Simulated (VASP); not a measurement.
# AlAs2 (Fm-3m) in VASP: relaxation of cell and atoms with r2SCAN

Aim: the relaxation of cell and atoms of AlAs2 with r2SCAN.

All numbers are computed with VASP 6.6.1; they aren't measurements. Logs are shortened: lines on timing, memory, paths and dates and some standing lists are left out, and cuts for length are marked.

### 1 The cell of the first run

Symmetry: Fm-3m, No. 225, cubic system. The conventional cell has a = 6.238 Å, b = 6.238 Å, c = 6.238 Å, α = 90.00°, β = 90.00°, γ = 90.00°. Within 3.6 Å of Al (site symmetry m-3m) lie 8 As at 2.70 Å. As (site symmetry -43m) has 4 Al at 2.70 Å and 6 As at 3.12 Å within 3.6 Å.

### 2 Relaxation of cell and atoms, r2SCAN

POSCAR reads:

```
AlAs2
1.0
    0.0000000000      3.1189389397      3.1189389397
    3.1189389397      0.0000000000      3.1189389397
    3.1189389397      3.1189389397      0.0000000000
Al As
1 2
Direct
    0.0000000000      0.0000000000      0.0000000000
    0.2500000000      0.2500000000      0.2500000000
    0.7500000000      0.7500000000      0.7500000000
```

INCAR.step1 reads:

```
ALGO = Normal
EDIFF = 1E-4
ENCUT = 600
GGA = PE
ISMEAR = 0
LASPH = T
LCHARG = F
LREAL = F
LWAVE = T
NELM = 100
PREC = Accurate
SIGMA = 0.1
```

INCAR.step2 reads:

```
ALGO = Normal
EDIFF = 1E-7
EDIFFG = -0.01
ENCUT = 600
IBRION = 2
ISIF = 3
ISMEAR = 0
ISTART = 1
LASPH = T
LCHARG = F
LMIXTAU = T
LREAL = F
LWAVE = F
METAGGA = R2SCAN
NELM = 100
NSW = 100
PREC = Accurate
SIGMA = 0.1
```

KPOINTS reads:

```
k-points
0
Gamma
  14 14 14
```

Potentials or basis: VASP PAW PBE potentials, release 64 (Al, As).

Run with:

```sh
$ cat potpaw_PBE.64/Al/POTCAR potpaw_PBE.64/As/POTCAR > POTCAR
$ cp INCAR.step1 INCAR
$ mpirun -np 1 vasp_std > vasp.out
$ cp INCAR.step2 INCAR
$ mpirun -np 1 vasp_std > vasp.out
```

OUTCAR:

```text
EDIFF = 1E-7
   EDIFFG = -0.01
   ENCUT = 600
   IBRION = 2
   ISIF = 3
   ISMEAR = 0
   ISTART = 1
   LASPH = T
   LREAL = F
   METAGGA = R2SCAN
   NELM = 100
   NSW = 100
   PREC = Accurate

 ion  position               nearest neighbor table
   1  0.000  0.000  0.000-   2 2.70   3 2.70   3 2.70   3 2.70   3 2.70   2 2.70   2 2.70   2 2.70

   2  0.250  0.250  0.250-   1 2.70   1 2.70   1 2.70   1 2.70
   3  0.750  0.750  0.750-   1 2.70   1 2.70   1 2.70   1 2.70

  LATTYP: Found a face centered cubic cell.
 ALAT       =     6.2378778794

  Lattice vectors:

 A1 = (   0.0000000000,   3.1189389397,   3.1189389397)
 A2 = (   3.1189389397,   0.0000000000,   3.1189389397)
 A3 = (   3.1189389397,   3.1189389397,   0.0000000000)

Analysis of symmetry for initial positions (statically):
=====================================================================
 Subroutine PRICEL returns:
 Original cell was already a primitive cell.

 Routine SETGRP: Setting up the symmetry group for a
 face centered cubic supercell.

 Subroutine GETGRP returns: Found 48 space group operations
 (whereof 48 operations were pure point group operations)
 out of a pool of 48 trial point group operations.

The static configuration has the point symmetry O_h .

Analysis of symmetry for dynamics (positions and initial velocities):
=====================================================================
 Subroutine PRICEL returns:
 Original cell was already a primitive cell.

 Routine SETGRP: Setting up the symmetry group for a
 face centered cubic supercell.

 Subroutine GETGRP returns: Found 48 space group operations
 (whereof 48 operations were pure point group operations)
 out of a pool of 48 trial point group operations.

The dynamic configuration has the point symmetry O_h .

 Subroutine INISYM returns: Found 48 space group operations
 (whereof 48 operations are pure point group operations),
 and found     1 'primitive' translations

----------------------------------------------------------------------------------------

                                     Primitive cell

  volume of cell :      60.6807

  direct lattice vectors                    reciprocal lattice vectors
     0.000000000  3.118938940  3.118938940    -0.160310929  0.160310929  0.160310929
     3.118938940  0.000000000  3.118938940     0.160310929 -0.160310929  0.160310929
     3.118938940  3.118938940  0.000000000     0.160310929  0.160310929 -0.160310929

  length of vectors
     4.410845749  4.410845749  4.410845749     0.277666675  0.277666675  0.277666675

  position of ions in fractional coordinates (direct lattice)
     0.000000000  0.000000000  0.000000000
     0.250000000  0.250000000  0.250000000
     0.750000000  0.750000000  0.750000000

  ion indices of the primitive-cell ions
   primitive index   ion index
                 1           1
                 2           2
                 3           3

----------------------------------------------------------------------------------------

 KPOINTS: k-points

Automatic generation of k-mesh.
 Grid dimensions read from file:
 generate k-points for:   14   14   14

 Generating k-lattice:

  Cartesian coordinates                     Fractional coordinates (reciprocal lattice)
    -0.011450781  0.011450781  0.011450781     0.071428571  0.000000000  0.000000000
     0.011450781 -0.011450781  0.011450781     0.000000000  0.071428571  0.000000000
     0.011450781  0.011450781 -0.011450781     0.000000000  0.000000000  0.071428571

  Length of vectors
     0.019833334  0.019833334  0.019833334

  Shift w.r.t. Gamma in fractional coordinates (k-lattice)
     0.000000000  0.000000000  0.000000000

 Subroutine IBZKPT returns following result:
 ===========================================

 Found    104 irreducible k-points:

 Following reciprocal coordinates:
            Coordinates               Weight
  0.000000  0.000000  0.000000      1.000000
  0.071429  0.000000  0.000000      8.000000
  0.142857  0.000000  0.000000      8.000000
  0.214286  0.000000  0.000000      8.000000
  0.285714  0.000000  0.000000      8.000000
  0.357143  0.000000  0.000000      8.000000
[... 16 lines left out ...]
  0.214286  0.142857  0.000000     24.000000
  0.285714  0.142857  0.000000     24.000000
 [... further k-points ...]
   k-points           NKPTS =    104   k-points in BZ     NKDIM =    104   number of bands    NBANDS=     10
   number of dos      NEDOS =    301   number of ions     NIONS =      3
   total plane-waves  NPLWV =  46656
   dimension x,y,z NGX =    36 NGY =   36 NGZ =   36
   dimension x,y,z NGXF=    72 NGYF=   72 NGZF=   72
   ions per type =               1   2
   NGX,Y,Z   is equivalent  to a cutoff of  13.57, 13.57, 13.57 a.u.
   NGXF,Y,Z  is equivalent  to a cutoff of  27.14, 27.14, 27.14 a.u.
 SYSTEM =  unknown system
   PREC   = accura    normal or accurate (medium, high low for compatibility)
   ISTART =      1    job   : 0-new  1-cont  2-samecut
   ICHARG =      0    charge: 1-file 2-atom 10-const
   ISPIN  =      1    spin polarized calculation?
   LNONCOLLINEAR =      F non collinear calculations
   LSORBIT =      F    spin-orbit coupling
   LASPH  =      T    aspherical Exc in radial PAW
   ENCUT  =  600.0 eV  44.10 Ry    6.64 a.u.   8.81  8.81  8.81*2*pi/ulx,y,z
   NELM   =    100;   NELMIN=  2; NELMDL=  0     # of ELM steps
   EDIFF  = 0.1E-06   stopping-criterion for ELM
   LREAL  =      F    real-space projection
   EDIFFG = -.1E-01   stopping-criterion for IOM
   NSW    =    100    number of steps for IOM
   IBRION =      2    ionic relax: 0-MD 1-quasi-New 2-CG
   NFREE  =      1    steps in history (QN), initial steepest desc. (CG)
   ISIF   =      3    stress and relaxation
   ISYM   =      2    0-nonsym 1-usesym 2-fastsym
   POTIM  = 0.5000    time-step for ionic-motion
   TEBEG  =    0.0;   TEEND  =   0.0 temperature during run
   PSTRESS=    0.0 pullay stress
   NELECT =      13.0000    total number of electrons
   NUPDOWN=      -1.0000    fix difference up-down
   EMIN   =  10.00;   EMAX   =-10.00  energy-range for DOS
   EFERMI =   0.00;   METHOD = LEGACY
   ISMEAR =     0;   SIGMA  =   0.10  broadening in eV -4-tet -1-fermi 0-gaus
   EFERMI_NEDOS =   21; number of points for ismear=-14 and -15
   IALGO  =     38    algorithm
   IMIX   =      4    mixing-type and parameters
     AMIX     =   0.40;   BMIX     =  1.00
     AMIX_MAG =   1.60;   BMIX_MAG =  1.00
  volume/ion in A,a.u.               =      20.23       136.50
  Fermi-wavevector in a.u.,A,eV,Ry     =   0.979578  1.851134 13.055787  0.959573
  Thomas-Fermi vector in A             =   2.110442
   LORBIT       =      0    0 simple, 1 ext, 2 COOP (PROOUT), +10 PAW based schemes
   METAGGA = R2SCAN    functional components
   LHFCALC =     F    Hartree Fock is set to
   AEXX    =    0.0000 exact exchange contribution
   IVDW    =     0    specifies the selected vdW correction
   LEPSILON=     F    determine dielectric tensor
   LRPA    =     F    only Hartree local field effects (RPA)
 conjugate gradient relaxation of ions
 non-spin polarized calculation
 Gauss-broadening in eV      SIGMA  =   0.10
  energy-cutoff  :      600.00
  volume of cell :       60.68
 maximum number of plane-waves:      2085
   NGX = 17   NGY = 17   NGZ = 17

 number of electron      12.9999999 magnetization

 Free energy of the ion-electron system (eV)
  ---------------------------------------------------
  ext. energy  EPLUGINS =         0.00000000
  ---------------------------------------------------
  free energy    TOTEN  =       -35.68587534 eV

  energy without entropy =      -35.67663227  energy(sigma->0) =      -35.68125380

 E-fermi :   5.7763     XC(G=0): -10.4299

 val. band max:        5.7713513507   @ k =   0.4286   0.3571   0.0000
 cond. band min:       5.7894487697   @ k =   0.2857   0.1429   0.0000
 fundamental gap:      0.0180974190
 Fermi energy:         5.7762850388

 k-point     1 :       0.0000    0.0000    0.0000
  band No.  band energies     occupation
      1      -8.7919      2.00000
      2      -2.5630      2.00000
      3       2.5841      2.00000
      4       2.5841      2.00000
      5       2.5841      2.00000
      6       5.3650      2.00000
      7       5.3650      2.00000
      8       5.3650      2.00000
      9       7.2875      0.00000
     10       8.8418      0.00000

 k-point     2 :       0.0714    0.0000    0.0000
  band No.  band energies     occupation
      1      -8.7394      2.00000
      2      -2.6926      2.00000
      3       2.5326      2.00000
      4       2.5705      2.00000
      5       2.5705      2.00000
      6       5.0935      2.00000
      7       5.3069      2.00000
      8       5.3069      2.00000
      9       7.7987      0.00000
     10       8.7907      0.00000

 k-point     3 :       0.1429    0.0000    0.0000
  band No.  band energies     occupation
      1      -8.5825      2.00000
      2      -3.0586      2.00000
      3       2.3711      2.00000
      4       2.5399      2.00000
      5       2.5399      2.00000
      6       4.7042      2.00000
      7       5.1151      2.00000
      8       5.1151      2.00000
      9       8.6291      0.00000
     10       8.8236      0.00000
[... 248 lines left out ...]
 k-point    23 :       0.2143    0.1429    0.0000
  band No.  band energies     occupation
      1      -8.3277      2.00000
      2      -3.4334      2.00000
      3       1.6393      2.00000
      4       1.7387      2.00000
      5       2.5517      2.00000
      6       4.1920      2.00000
      7       6.0118      0.00086
      8       6.1104      0.00000
      9       7.2305      0.00000
     10       9.5698      0.00000

 k-point    24 :       0.2857    0.1429    0.0000
  band No.  band energies     occupation
      1      -8.0416      2.00000
      2      -3.9098      2.00000
      3       1.1982      2.00000
      4       1.6112      2.00000
      5       2.2560      2.00000
      6       4.4919      2.00000
      7       5.7894      0.85232
      8       5.9466      0.01601
      9       7.3684      0.00000
     10      10.3975      0.00000

 [... further k-points ...]

------------------------ aborting loop because EDIFF is reached ----------------------------------------

  FORCE on cell =-STRESS in cart. coord.  units (eV):
  Direction    XX          YY          ZZ          XY          YZ          ZX
  --------------------------------------------------------------------------------------
  -------------------------------------------------------------------------------------
  Total       -0.0089744     -0.0089744     -0.0089744      0.0000000      0.0000000      0.0000000
  in kB       -0.2369539     -0.2369539     -0.2369539      0.0000000      0.0000000      0.0000000
  external PRESSURE =      -0.2369539 kB  Pullay stress =       0.0000000 kB

 VOLUME and BASIS-vectors are now :
 -----------------------------------------------------------------------------
  energy-cutoff  :      600.00
  volume of cell :       60.68
      direct lattice vectors                 reciprocal lattice vectors
     0.000000000  3.118938940  3.118938940    -0.160310929  0.160310929  0.160310929
     3.118938940  0.000000000  3.118938940     0.160310929 -0.160310929  0.160310929
     3.118938940  3.118938940  0.000000000     0.160310929  0.160310929 -0.160310929

 POSITION                                       TOTAL-FORCE (eV/Angst)
 -----------------------------------------------------------------------------------
      0.00000      0.00000      0.00000         0.000000      0.000000      0.000000
      1.55947      1.55947      1.55947         0.000000      0.000000     -0.000000
      4.67841      4.67841      4.67841        -0.000000     -0.000000      0.000000
 -----------------------------------------------------------------------------------
    total drift:                                0.000000      0.000000      0.000000

  FREE ENERGIE OF THE ION-ELECTRON SYSTEM (eV)
  ---------------------------------------------------
  free  energy   TOTEN  =       -35.6858753370 eV

  energy  without entropy=      -35.6766322673  energy(sigma->0) =      -35.68125380

 reached required accuracy - stopping structural energy minimisation
```

Run time: 3.1 min. Hardware: 1 thread of AMD EPYC 9R45 (Zen 5), shared host; peak memory 0.24 GiB.

What came out:

```
Free energy             : -35.6859 eV
Pressure after relaxing : 0.0 GPa
Band gap on the k mesh  : zero (an odd number of electrons rules out a gap without spin polarisation)
```

Final structure:
```xyz
3
Lattice="0.0000 3.1189 3.1189 3.1189 0.0000 3.1189 3.1189 3.1189 0.0000" Properties=species:S:1:pos:R:3 pbc="T T T"
Al    0.0000    0.0000    0.0000
As    1.5595    1.5595    1.5595
As    4.6784    4.6784    4.6784
```

Caveat: the relaxation stopped at its first step, so nothing moved; the PAW data sets were made with another functional, which shifts forces and pressure a little.
